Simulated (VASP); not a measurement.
# AlN (P6_3mc) in VASP: further runs

AlN is run at these levels: LDA; tasks: single point.

Everything below comes from runs of VASP 6.6.1. Logs are shortened: lines on timing, memory, paths and dates and some standing lists are left out, and cuts for length are marked.

### Step 1. The cell of the first run

The structure is hexagonal, space group P6_3mc (No. 186). The conventional cell has a = 3.158 Å, b = 3.158 Å, c = 4.903 Å, α = 90.00°, β = 90.00°, γ = 120.00°. Al (site symmetry 3m) has 4 N at 1.89 to 1.91 Å within 2.5 Å. Within 2.5 Å of N (site symmetry 3m) lie 4 Al at 1.89 to 1.91 Å.

### Step 2. Single point, LDA (strain +0.015 along x and y, -0.015 along z)

Input file INCAR:

```
PREC = Accurate
ENCUT = 520
EDIFF = 1E-7
ISMEAR = 0
SIGMA = 0.05
LREAL = F
LASPH = T
NELM = 80
ALGO = Normal
ISIF = 2
LWAVE = F
LCHARG = F
GGA = CA
NBANDS = 16
```

Input file KPOINTS:

```
Automatic mesh
0
Gamma
  9 9 6
```

Input file POSCAR:

```
AlN
1.0
    3.1576671839      0.0000000000      0.0000000000
   -1.5788335919      2.7346199979      0.0000000000
    0.0000000000      0.0000000000      4.9033300000
Al N
2 2
Direct
    0.3333333333      0.6666666667      0.0000000000
    0.6666666667      0.3333333333      0.5000000000
    0.3333333333      0.6666666667      0.3850000000
    0.6666666667      0.3333333333      0.8850000000
```

Potentials or basis: VASP PAW LDA potentials, release 64 (Al, N).

On the command line:

```sh
cat potpaw_LDA.64/Al/POTCAR potpaw_LDA.64/N/POTCAR > POTCAR
mpirun -np 1 vasp_std > vasp.out
```

OUTCAR:

```text
PREC = Accurate
   ENCUT = 520
   EDIFF = 1E-7
   ISMEAR = 0
   LREAL = F
   LASPH = T
   NELM = 80
   ISIF = 2
   GGA = CA

 ion  position               nearest neighbor table
   1  0.333  0.667  0.000-   3 1.89   4 1.91   4 1.91   4 1.91   2 3.06   2 3.06   2 3.06   2 3.06
                             2 3.06   2 3.06
   2  0.667  0.333  0.500-   4 1.89   3 1.91   3 1.91   3 1.91   1 3.06   1 3.06   1 3.06   1 3.06
                             1 3.06   1 3.06
   3  0.333  0.667  0.385-   1 1.89   2 1.91   2 1.91   2 1.91
   4  0.667  0.333  0.885-   2 1.89   1 1.91   1 1.91   1 1.91

  LATTYP: Found a hexagonal cell.
 ALAT       =     3.1576671839
 C/A-ratio  =     1.5528330614

  Lattice vectors:

 A1 = (   3.1576671839,   0.0000000000,   0.0000000000)
 A2 = (  -1.5788335919,   2.7346199979,   0.0000000000)
 A3 = (   0.0000000000,   0.0000000000,   4.9033300000)

Analysis of symmetry for initial positions (statically):
=====================================================================
 Subroutine PRICEL returns:
 Original cell was already a primitive cell.

 Routine SETGRP: Setting up the symmetry group for a
 hexagonal supercell.

 Subroutine GETGRP returns: Found 12 space group operations
 (whereof  6 operations were pure point group operations)
 out of a pool of 24 trial point group operations.

The static configuration has the point symmetry C_3v.
 The point group associated with its full space group is C_6v.

Analysis of symmetry for dynamics (positions and initial velocities):
=====================================================================
 Subroutine PRICEL returns:
 Original cell was already a primitive cell.

 Routine SETGRP: Setting up the symmetry group for a
 hexagonal supercell.

 Subroutine GETGRP returns: Found 12 space group operations
 (whereof  6 operations were pure point group operations)
 out of a pool of 24 trial point group operations.

The dynamic configuration has the point symmetry C_3v.
 The point group associated with its full space group is C_6v.

 Subroutine INISYM returns: Found 12 space group operations
 (whereof  6 operations are pure point group operations),
 and found     1 'primitive' translations

----------------------------------------------------------------------------------------

                                     Primitive cell

  volume of cell :      42.3404

  direct lattice vectors                    reciprocal lattice vectors
     3.157667184  0.000000000  0.000000000     0.316689487  0.182840760  0.000000000
    -1.578833592  2.734619998  0.000000000     0.000000000  0.365681521  0.000000000
     0.000000000  0.000000000  4.903330000     0.000000000  0.000000000  0.203943035

  length of vectors
     3.157667184  3.157667184  4.903330000     0.365681521  0.365681521  0.203943035

  position of ions in fractional coordinates (direct lattice)
     0.333333333  0.666666667  0.000000000
     0.666666667  0.333333333  0.500000000
     0.333333333  0.666666667  0.385000000
     0.666666667  0.333333333  0.885000000

  ion indices of the primitive-cell ions
   primitive index   ion index
                 1           1
                 2           2
                 3           3
                 4           4

----------------------------------------------------------------------------------------

 KPOINTS: Automatic mesh

Automatic generation of k-mesh.
 Grid dimensions read from file:
 generate k-points for:    9    9    6

 Generating k-lattice:

  Cartesian coordinates                     Fractional coordinates (reciprocal lattice)
     0.035187721  0.020315640  0.000000000     0.111111111  0.000000000  0.000000000
     0.000000000  0.040631280  0.000000000     0.000000000  0.111111111  0.000000000
     0.000000000  0.000000000  0.033990506     0.000000000  0.000000000  0.166666667

  Length of vectors
     0.040631280  0.040631280  0.033990506

  Shift w.r.t. Gamma in fractional coordinates (k-lattice)
     0.000000000  0.000000000  0.000000000

 Subroutine IBZKPT returns following result:
 ===========================================

 Found     48 irreducible k-points:

 Following reciprocal coordinates:
            Coordinates               Weight
  0.000000  0.000000  0.000000      1.000000
  0.111111  0.000000  0.000000      6.000000
  0.222222 -0.000000  0.000000      6.000000
  0.333333  0.000000  0.000000      6.000000
  0.444444 -0.000000  0.000000      6.000000
  0.111111  0.111111  0.000000      6.000000
[... 16 lines left out ...]
  0.333333  0.222222  0.166667     24.000000
  0.333333  0.333333  0.166667      4.000000
 [... further k-points ...]
   k-points           NKPTS =     48   k-points in BZ     NKDIM =     48   number of bands    NBANDS=     16
   number of dos      NEDOS =    301   number of ions     NIONS =      4
   total plane-waves  NPLWV =  20736
   dimension x,y,z NGX =    24 NGY =   24 NGZ =   36
   dimension x,y,z NGXF=    48 NGYF=   48 NGZF=   72
   ions per type =               2   2
   NGX,Y,Z   is equivalent  to a cutoff of  12.64, 12.64, 12.21 a.u.
   NGXF,Y,Z  is equivalent  to a cutoff of  25.27, 25.27, 24.41 a.u.
 SYSTEM =  unknown system
   PREC   = accura    normal or accurate (medium, high low for compatibility)
   ISTART =      0    job   : 0-new  1-cont  2-samecut
   ICHARG =      2    charge: 1-file 2-atom 10-const
   ISPIN  =      1    spin polarized calculation?
   LNONCOLLINEAR =      F non collinear calculations
   LSORBIT =      F    spin-orbit coupling
   LASPH  =      T    aspherical Exc in radial PAW
   ENCUT  =  520.0 eV  38.22 Ry    6.18 a.u.   5.87  5.87  9.12*2*pi/ulx,y,z
   NELM   =     80;   NELMIN=  2; NELMDL= -5     # of ELM steps
   EDIFF  = 0.1E-06   stopping-criterion for ELM
   LREAL  =      F    real-space projection
   EDIFFG = 0.1E-05   stopping-criterion for IOM
   NSW    =      0    number of steps for IOM
   IBRION =     -1    ionic relax: 0-MD 1-quasi-New 2-CG
   NFREE  =      0    steps in history (QN), initial steepest desc. (CG)
   ISIF   =      2    stress and relaxation
   ISYM   =      2    0-nonsym 1-usesym 2-fastsym
   POTIM  = 0.5000    time-step for ionic-motion
   TEBEG  =    0.0;   TEEND  =   0.0 temperature during run
   PSTRESS=    0.0 pullay stress
   NELECT =      16.0000    total number of electrons
   NUPDOWN=      -1.0000    fix difference up-down
   EMIN   =  10.00;   EMAX   =-10.00  energy-range for DOS
   EFERMI =   0.00;   METHOD = LEGACY
   ISMEAR =     0;   SIGMA  =   0.05  broadening in eV -4-tet -1-fermi 0-gaus
   EFERMI_NEDOS =   21; number of points for ismear=-14 and -15
   IALGO  =     38    algorithm
   IMIX   =      4    mixing-type and parameters
     AMIX     =   0.40;   BMIX     =  1.00
     AMIX_MAG =   1.60;   BMIX_MAG =  1.00
  volume/ion in A,a.u.               =      10.59        71.43
  Fermi-wavevector in a.u.,A,eV,Ry     =   1.183577  2.236637 19.059796  1.400856
  Thomas-Fermi vector in A             =   2.319809
   LORBIT       =      0    0 simple, 1 ext, 2 COOP (PROOUT), +10 PAW based schemes
   GGA     = CA    functional components
   LHFCALC =     F    Hartree Fock is set to
   AEXX    =    0.0000 exact exchange contribution
   IVDW    =     0    specifies the selected vdW correction
   LEPSILON=     F    determine dielectric tensor
   LRPA    =     F    only Hartree local field effects (RPA)
 non-spin polarized calculation
 Gauss-broadening in eV      SIGMA  =   0.05
  energy-cutoff  :      520.00
  volume of cell :       42.34
 maximum number of plane-waves:      1164
 NGX is ok and might be reduce to    24
   NGX = 11   NGY = 11   NGZ = 19

 number of electron      16.0000002 magnetization

 Free energy of the ion-electron system (eV)
  ---------------------------------------------------
  ext. energy  EPLUGINS =         0.00000000
  ---------------------------------------------------
  free energy    TOTEN  =       -32.78716795 eV

  energy without entropy =      -32.78716795  energy(sigma->0) =      -32.78716795

 E-fermi :   6.1812     XC(G=0): -11.1854

 val. band max:        5.9043156373   @ k =   0.0000   0.0000   0.0000
 cond. band min:       9.8822076606   @ k =   0.0000   0.0000   0.0000
 fundamental gap:      3.9778920233
 Fermi energy:         6.1811843079

 k-point     1 :       0.0000    0.0000    0.0000
  band No.  band energies     occupation
      1      -9.1894      2.00000
      2      -6.8784      2.00000
      3      -0.1244      2.00000
      4       4.7600      2.00000
      5       4.7600      2.00000
      6       5.5018      2.00000
[... 8 lines left out ...]
     15      18.3919      0.00000
     16      19.1582      0.00000

 k-point     2 :       0.1111    0.0000    0.0000
  band No.  band energies     occupation
      1      -9.0359      2.00000
      2      -6.7986      2.00000
      3       0.0555      2.00000
      4       4.0739      2.00000
      5       4.5623      2.00000
      6       4.8449      2.00000
[... 8 lines left out ...]
     15      18.3989      0.00000
     16      18.4691      0.00000

 k-point     3 :       0.2222   -0.0000    0.0000
  band No.  band energies     occupation
      1      -8.5990      2.00000
      2      -6.6030      2.00000
      3       0.5780      2.00000
      4       2.6213      2.00000
      5       3.6342      2.00000
      6       4.1567      2.00000
[... 8 lines left out ...]
     15      17.7178      0.00000
     16      18.1598      0.00000

 k-point     4 :       0.3333    0.0000    0.0000
  band No.  band energies     occupation
      1      -7.9655      2.00000
      2      -6.4303      2.00000
      3       1.2438      2.00000
      4       1.3811      2.00000
      5       2.5031      2.00000
      6       3.7812      2.00000
[... 8 lines left out ...]
     15      17.6960      0.00000
     16      19.5780      0.00000
[... 324 lines left out ...]
 k-point    22 :       0.2222    0.2222    0.1667
  band No.  band energies     occupation
      1      -7.5535      2.00000
      2      -6.4709      2.00000
      3       1.1326      2.00000
      4       1.4073      2.00000
      5       2.7421      2.00000
      6       3.0339      2.00000
[... 8 lines left out ...]
     15      17.7361      0.00000
     16      20.2835      0.00000

 k-point    23 :       0.3333    0.2222    0.1667
  band No.  band energies     occupation
      1      -7.0286      2.00000
      2      -6.4945      2.00000
      3       0.7493      2.00000
      4       1.4380      2.00000
      5       2.2011      2.00000
      6       3.3245      2.00000
[... 8 lines left out ...]
     15      18.1477      0.00000
     16      20.1553      0.00000

 k-point    24 :       0.3333    0.3333    0.1667
  band No.  band energies     occupation
      1      -6.6718      2.00000
      2      -6.6718      2.00000
      3       1.0229      2.00000
      4       1.5534      2.00000
      5       1.5534      2.00000
      6       3.1706      2.00000
[... 8 lines left out ...]
     15      18.4489      0.00000
     16      20.2775      0.00000

 [... further k-points ...]
[... 5 lines left out ...]
  --------------------------------------------------------------------------------------
  -------------------------------------------------------------------------------------
  Total       -2.6792788     -2.6792788     -0.0501145     -0.0000000      0.0000000      0.0000000
  in kB     -101.3850762   -101.3850762     -1.8963561     -0.0000000      0.0000000      0.0000000
  external PRESSURE =     -68.2221695 kB  Pullay stress =       0.0000000 kB

 VOLUME and BASIS-vectors are now :
 -----------------------------------------------------------------------------
  energy-cutoff  :      520.00
  volume of cell :       42.34
      direct lattice vectors                 reciprocal lattice vectors
     3.157667184  0.000000000  0.000000000     0.316689487  0.182840760  0.000000000
    -1.578833592  2.734619998  0.000000000     0.000000000  0.365681521  0.000000000
     0.000000000  0.000000000  4.903330000     0.000000000  0.000000000  0.203943035

 POSITION                                       TOTAL-FORCE (eV/Angst)
 -----------------------------------------------------------------------------------
     -0.00000      1.82308      0.00000         0.000000     -0.000000     -0.151104
      1.57883      0.91154      2.45167        -0.000000     -0.000000     -0.151104
     -0.00000      1.82308      1.88778        -0.000000      0.000000      0.151104
      1.57883      0.91154      4.33945         0.000000     -0.000000      0.151104
 -----------------------------------------------------------------------------------
    total drift:                               -0.000000     -0.000000      0.000920

  FREE ENERGIE OF THE ION-ELECTRON SYSTEM (eV)
  ---------------------------------------------------
  free  energy   TOTEN  =       -32.7871679459 eV

  energy  without entropy=      -32.7871679459  energy(sigma->0) =      -32.78716795
```

It took 36 s on 1 thread of AMD EPYC 7R13, shared host; peak memory 0.12 GiB.

Results:

```
Free energy            : -32.7872 eV
Pressure               : -6.8 GPa
Largest force          : 0.151 eV/Å
Band gap on the k mesh : 3.98 eV, direct
```

Forces on the atoms (eV/Å):
```
Al   0.000  0.000 -0.151
Al   0.000  0.000 -0.151
N    0.000  0.000  0.151
N    0.000  0.000  0.151
```

Caveat: the cell differs from its parent crystal (strain +0.015 along x and y, -0.015 along z). A k mesh can miss the band edges.

(Continued in part 2 of 2.)
